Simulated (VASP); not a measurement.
Write the native input for VASP 6.6.1 that does the following.

```
Task                   : single point
Functional             : PBE
Potentials or basis    : VASP PAW PBE potentials, release 64 (Be, Zn, Te, Se)
Cutoff                 : 520 eV
k mesh                 : 6 × 6 × 4
Occupations            : gaussian, width 0.1 eV
Spin                   : no spin polarisation
Dipole correction      : no
Further INCAR settings : ALGO = Normal; EDIFF = 1e-06; NBANDS = 26
```

The structure of Be2ZnTe2Se lies in POSCAR:

```
Be2ZnTe2Se
1.0
    3.8956737921      0.0000000000      0.0000000000
   -1.9478368960      3.3737524688      0.0000000000
    0.0000000000      0.0000000000     10.7519446216
Be Zn Te Se
2 1 2 1
Direct
    0.3333333333      0.6666666667      0.5000000000
    0.6666666667      0.3333333333      0.5000000000
    0.0000000000      0.0000000000      0.5000000000
    0.0000000000      0.0000000000      0.7564596478
    0.0000000000      0.0000000000      0.2435403522
    0.0000000000      0.0000000000      0.0000000000
```

The input as run:

INCAR

```
ALGO = Normal ; EDIFF = 1E-6
ENCUT = 520 ; GGA = PE
ISIF = 2 ; ISMEAR = 0
LASPH = T ; LCHARG = F
LREAL = F ; LWAVE = F
NBANDS = 26 ; NELM = 60
PREC = Accurate ; SIGMA = 0.1
```

KPOINTS

```
k-points
0
Gamma
  6 6 4
```

Potentials or basis: VASP PAW PBE potentials, release 64 (Be, Zn, Te, Se).

Run with:

```console
$ cat potpaw_PBE.64/Be/POTCAR potpaw_PBE.64/Zn/POTCAR potpaw_PBE.64/Te/POTCAR potpaw_PBE.64/Se/POTCAR > POTCAR
$ mpirun -np 1 vasp_std > vasp.out
```

Results of the run:

| Quantity | Value |
| --- | --- |
| Pressure | 0.1 GPa |
| Largest force | 0.009 eV/Å |
| Band gap on the k mesh | zero (band 17 reaches 5.11 eV, above the bottom of band 18 at 2.44 eV) |

Caveat: spin-orbit coupling is left out, which moves the levels of the heavy elements.

Wall time 54 s on 1 thread of Intel(R) Xeon(R) 6975P-C (Granite Rapids), with other jobs on the host, peak memory 0.3 GiB.
